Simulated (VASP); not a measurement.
Write the native input for VASP 6.6.1 that does the following.

* Task: single point
* Functional: PBE
* Potentials or basis: VASP PAW PBE potentials, release 64 (H)
* Cutoff: 520 eV
* k mesh: 26 × 26 × 26
* Occupations: gaussian, width 0.1 eV
* Spin: no spin polarisation
* Dipole correction: no
* Further INCAR settings: ALGO = Normal; EDIFF = 1e-06; NBANDS = 6

The structure of H lies in POSCAR:

```
H
1.0
    0.0000000000      1.1418528390      1.1418528390
    1.1418528390      0.0000000000      1.1418528390
    1.1418528390      1.1418528390      0.0000000000
H
1
Direct
    0.5000000000      0.5000000000      0.5000000000
```

This cell differs from its parent crystal: atoms taken out, then relaxed in part.

These files were run (other wordings do the same):

INCAR

```
PREC = Accurate
ENCUT = 520
EDIFF = 1E-6
ISMEAR = 0
SIGMA = 0.1
LREAL = F
LASPH = T
NELM = 100
ALGO = Normal
ISIF = 2
LWAVE = F
LCHARG = F
GGA = PE
NBANDS = 6
```

KPOINTS

```
regular mesh
0
Gamma
  26 26 26
```

Potentials or basis: VASP PAW PBE potentials, release 64 (H).

Launch:

```sh
$ cat potpaw_PBE.64/H/POTCAR > POTCAR
$ mpirun -np 1 vasp_std > vasp.out
```

Results of the run:

```yaml
Pressure: -0.8 GPa
Band_gap_on_the_k_mesh: zero (an odd number of electrons rules out a gap without spin polarisation)
```

Caveat: the cell differs from its parent crystal (atoms taken out, then relaxed in part).

Run time: 4 s on 1 thread of Intel(R) Xeon(R) Platinum 8488C (Sapphire Rapids), with other jobs on the host, peak memory 0.1 GiB.
